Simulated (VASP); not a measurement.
# Ca2YRhC6N6 (Fm-3m) in VASP: single point with PBE

Aim: the single point of Ca2YRhC6N6 with PBE.

Program: VASP 6.6.1. These are calculated values, not measurements. Logs are shortened: lines on timing, memory, paths and dates and some standing lists are left out, and cuts for length are marked.

### 1 The cell of the first run

It takes space group Fm-3m (No. 225, cubic). The conventional cell has a = 11.303 Å, b = 11.303 Å, c = 11.303 Å, α = 90.00°, β = 90.00°, γ = 90.00°. Within 5.3 Å of Ca (site symmetry -43m) lie 12 C at 4.01 Å and 12 N at 4.09 Å and 4 Y at 4.89 Å and 4 Rh at 4.89 Å. Within 3.3 Å of Y (site symmetry m-3m) lie 6 C at 2.50 Å. Within 2.6 Å of Rh (site symmetry m-3m) lie 6 N at 1.97 Å. Within 1.6 Å of C (site symmetry 4mm) lie 1 N at 1.18 Å. N (site symmetry 4mm) has 1 C at 1.18 Å within 1.6 Å.

### 2 Single point, PBE, collinear spin, ferromagnetic start

INCAR reads:

```
PREC     = Accurate       # precision mode
ENCUT    = 520            # plane-wave cutoff, eV
EDIFF    = 1E-6           # SCF threshold, eV
ISMEAR   = 0              # smearing method
SIGMA    = 0.1            # smearing width, eV
LREAL    = Auto         
LASPH    = T              # aspherical terms in the spheres
NELM     = 150            # most SCF steps
ALGO     = Normal         # electronic algorithm
ISIF     = 2              # what is computed and relaxed
LWAVE    = F              # write WAVECAR
LCHARG   = F              # write CHGCAR
ISPIN    = 2              # spin polarisation
MAGMOM   = 0 0 0 1 0 0 0 0 0 0 0 0 0 0 0 0 # initial moments
LORBIT   = 11             # projections on sites
LMAXMIX  = 4              # l up to which the mixer works
GGA      = PE             # functional
NBANDS   = 68             # bands
```

KPOINTS reads:

```
regular mesh
0
Gamma
  4 4 4
```

POSCAR reads:

```
Ca2YRhC6N6
1.0
    0.0000000000      5.6514855534      5.6514855534
    5.6514855534      0.0000000000      5.6514855534
    5.6514855534      5.6514855534      0.0000000000
Ca Y Rh C N
2 1 1 6 6
Direct
    0.2500000000      0.2500000000      0.2500000000
    0.7500000000      0.7500000000      0.7500000000
    0.0000000000      0.0000000000      0.0000000000
    0.5000000000      0.5000000000      0.5000000000
    0.7783952377      0.2216047623      0.2216047623
    0.2216047623      0.7783952377      0.2216047623
    0.2216047623      0.2216047623      0.7783952377
    0.2216047623      0.7783952377      0.7783952377
    0.7783952377      0.2216047623      0.7783952377
    0.7783952377      0.7783952377      0.2216047623
    0.6743596855      0.3256403145      0.3256403145
    0.3256403145      0.6743596855      0.3256403145
    0.3256403145      0.3256403145      0.6743596855
    0.3256403145      0.6743596855      0.6743596855
    0.6743596855      0.3256403145      0.6743596855
    0.6743596855      0.6743596855      0.3256403145
```

Potentials or basis: VASP PAW PBE potentials, release 64 (Ca_sv, Y_sv, Rh_pv, C, N).

Run with:

```bash
cat potpaw_PBE.64/Ca_sv/POTCAR potpaw_PBE.64/Y_sv/POTCAR potpaw_PBE.64/Rh_pv/POTCAR potpaw_PBE.64/C/POTCAR potpaw_PBE.64/N/POTCAR > POTCAR
mpirun -np 1 vasp_std > vasp.out
```

OUTCAR:

```text
PREC = Accurate
   ENCUT = 520
   EDIFF = 1E-6
   ISMEAR = 0
   LREAL = Auto
   LASPH = T
   NELM = 150
   ISIF = 2
   ISPIN = 2
   LORBIT = 11
   GGA = PE

 ion  position               nearest neighbor table
   1  0.250  0.250  0.250-
   2  0.750  0.750  0.750-
   3  0.000  0.000  0.000-   5 2.50   6 2.50   7 2.50   8 2.50   9 2.50  10 2.50
   4  0.500  0.500  0.500-  11 1.97  12 1.97  13 1.97  14 1.97  15 1.97  16 1.97
   5  0.778  0.222  0.222-  11 1.18   3 2.50
   6  0.222  0.778  0.222-  12 1.18   3 2.50
   7  0.222  0.222  0.778-  13 1.18   3 2.50
   8  0.222  0.778  0.778-  14 1.18   3 2.50
   9  0.778  0.222  0.778-  15 1.18   3 2.50
  10  0.778  0.778  0.222-  16 1.18   3 2.50
  11  0.674  0.326  0.326-   5 1.18   4 1.97
  12  0.326  0.674  0.326-   6 1.18   4 1.97
  13  0.326  0.326  0.674-   7 1.18   4 1.97
  14  0.326  0.674  0.674-   8 1.18   4 1.97
  15  0.674  0.326  0.674-   9 1.18   4 1.97
  16  0.674  0.674  0.326-  10 1.18   4 1.97

  LATTYP: Found a face centered cubic cell.
 ALAT       =    11.3029711068

  Lattice vectors:

 A1 = (   0.0000000000,   5.6514855534,   5.6514855534)
 A2 = (   5.6514855534,   0.0000000000,   5.6514855534)
 A3 = (   5.6514855534,   5.6514855534,   0.0000000000)

Analysis of symmetry for initial positions (statically):
=====================================================================
 Subroutine PRICEL returns:
 Original cell was already a primitive cell.

 Routine SETGRP: Setting up the symmetry group for a
 face centered cubic supercell.

 Subroutine GETGRP returns: Found 48 space group operations
 (whereof 48 operations were pure point group operations)
 out of a pool of 48 trial point group operations.

The static configuration has the point symmetry O_h .

Analysis of symmetry for dynamics (positions and initial velocities):
=====================================================================
 Subroutine PRICEL returns:
 Original cell was already a primitive cell.

 Routine SETGRP: Setting up the symmetry group for a
 face centered cubic supercell.

 Subroutine GETGRP returns: Found 48 space group operations
 (whereof 48 operations were pure point group operations)
 out of a pool of 48 trial point group operations.

The dynamic configuration has the point symmetry O_h .
[... 165 lines left out ...]

 Free energy of the ion-electron system (eV)
  ---------------------------------------------------
  ext. energy  EPLUGINS =         0.00000000
  ---------------------------------------------------
  free energy    TOTEN  =      -117.18410774 eV

  energy without entropy =     -117.15217289  energy(sigma->0) =     -117.16814032

 E-fermi :   2.1456     XC(G=0):  -7.6522

 val. band max:        2.1159071074   @ k =   0.2500   0.2500   0.0000
 cond. band min:       2.1506167336   @ k =   0.5000   0.0000   0.0000
 fundamental gap:      0.0347096262
 Fermi energy:         2.1455611486

 spin component 1

 k-point     1 :       0.0000    0.0000    0.0000
  band No.  band energies     occupation
      1     -47.6697      1.00000
      2     -47.6697      1.00000
      3     -47.6697      1.00000
      4     -42.1514      1.00000
      5     -42.1514      1.00000
      6     -40.9614      1.00000
[... 509 lines left out ...]
     61       3.3092      0.00000
     62       3.3092      0.00000
 Fermi energy:         2.1455611486

 spin component 2

 k-point     1 :       0.0000    0.0000    0.0000
  band No.  band energies     occupation
      1     -47.6695      1.00000
      2     -47.6695      1.00000
      3     -47.6695      1.00000
      4     -42.1514      1.00000
      5     -42.1514      1.00000
      6     -40.9615      1.00000
[... 509 lines left out ...]
     61       3.3093      0.00000
     62       3.3093      0.00000
 [bands above 62 left out]

------------------------ aborting loop because EDIFF is reached ----------------------------------------

  FORCE on cell =-STRESS in cart. coord.  units (eV):
  Direction    XX          YY          ZZ          XY          YZ          ZX
  --------------------------------------------------------------------------------------
  -------------------------------------------------------------------------------------
  Total        0.9151693      0.9151693      0.9151693     -0.0000000     -0.0000000      0.0000000
  in kB        4.0615719      4.0615719      4.0615719     -0.0000000     -0.0000000      0.0000000
  external PRESSURE =       4.0615719 kB  Pullay stress =       0.0000000 kB

 VOLUME and BASIS-vectors are now :
 -----------------------------------------------------------------------------
  energy-cutoff  :      520.00
  volume of cell :      361.01
      direct lattice vectors                 reciprocal lattice vectors
     0.000000000  5.651485553  5.651485553    -0.088472313  0.088472313  0.088472313
     5.651485553  0.000000000  5.651485553     0.088472313 -0.088472313  0.088472313
     5.651485553  5.651485553  0.000000000     0.088472313  0.088472313 -0.088472313

 POSITION                                       TOTAL-FORCE (eV/Angst)
 -----------------------------------------------------------------------------------
      2.82574      2.82574      2.82574         0.000000     -0.000000     -0.000000
      8.47723      8.47723      8.47723         0.000000     -0.000000     -0.000000
      0.00000      0.00000      0.00000         0.000000      0.000000     -0.000000
      5.65149      5.65149      5.65149         0.000000      0.000000     -0.000000
      2.50479      5.65149      5.65149        -0.355491      0.000000     -0.000000
      5.65149      2.50479      5.65149         0.000000     -0.355491     -0.000000
[... 8 lines left out ...]
      5.65149      7.62227      5.65149         0.000000     -0.371030     -0.000000
      5.65149      5.65149      7.62227         0.000000      0.000000     -0.371030
 -----------------------------------------------------------------------------------
    total drift:                               -0.000000     -0.000000     -0.000000

  FREE ENERGIE OF THE ION-ELECTRON SYSTEM (eV)
  ---------------------------------------------------
  free  energy   TOTEN  =      -117.1841077407 eV

  energy  without entropy=     -117.1521728930  energy(sigma->0) =     -117.16814032

 total charge

# of ion       s       p       d       f       tot
--------------------------------------------------
    1        2.133   5.797   0.036   0.000   7.966
    2        2.133   5.797   0.036   0.000   7.966
    3        2.164   6.405   0.897   0.059   9.525
    4        0.407   6.491   6.974   0.000  13.872
    5        0.968   1.577   0.000   0.000   2.545
    6        0.968   1.577   0.000   0.000   2.545
[... 8 lines left out ...]
   15        1.293   2.616   0.000   0.000   3.910
   16        1.293   2.616   0.000   0.000   3.910
--------------------------------------------------
tot         20.404  49.651   7.944   0.059  78.058

 magnetization (x)

# of ion       s       p       d       f       tot
--------------------------------------------------
    1        0.000  -0.000  -0.000   0.000   0.000
    2        0.000  -0.000  -0.000   0.000   0.000
    3       -0.000  -0.000  -0.000   0.000  -0.000
    4        0.000   0.000   0.000   0.000   0.000
    5        0.000   0.000   0.000   0.000   0.000
    6        0.000   0.000   0.000   0.000   0.000
[... 8 lines left out ...]
   15       -0.000  -0.000   0.000   0.000  -0.000
   16       -0.000  -0.000   0.000   0.000  -0.000
--------------------------------------------------
tot          0.000  -0.000  -0.000   0.000  -0.000
```

stdout:

```text
POSCAR found type information on POSCAR CaY RhC N
 POSCAR found :  5 types and      16 ions
 scaLAPACK will be used
 LDA part: xc-table for (Slater+PW92), standard interpolation
 POSCAR, INCAR and KPOINTS ok, starting setup
 FFT: planning ... GRIDC
 FFT: planning ... GRID_SOFT
 FFT: planning ... GRID
 WAVECAR not read
 entering main loop
```

Run time: 19 min. Hardware: 1 thread of Intel Xeon 8259CL, shared host; peak memory 0.83 GiB.

What came out:

```yaml
Free_energy: -117.1841 eV
Pressure: 0.4 GPa
Largest_force: 0.371 eV/Å
Band_gap_on_the_k_mesh: zero (filled and empty bands overlap)
Net_moment: 0.00 μB per cell
Valence_electrons_inside_the_program's_atomic_spheres: Ca 7.97; Y 9.53; Rh 13.87; C 2.54; N 3.91
```

Forces on the atoms (eV/Å):
```
Ca   0.000  0.000  0.000
Ca   0.000  0.000  0.000
Y    0.000  0.000  0.000
Rh   0.000  0.000  0.000
C   -0.355  0.000  0.000
C    0.000 -0.355  0.000
C    0.000  0.000 -0.355
C    0.355  0.000  0.000
C    0.000  0.355  0.000
C    0.000  0.000  0.355
N    0.371  0.000  0.000
N    0.000  0.371  0.000
N    0.000  0.000  0.371
N   -0.371  0.000  0.000
N    0.000 -0.371  0.000
N    0.000  0.000 -0.371
```

The gap in the log of VASP goes by the Fermi energy; the results here count the filled bands.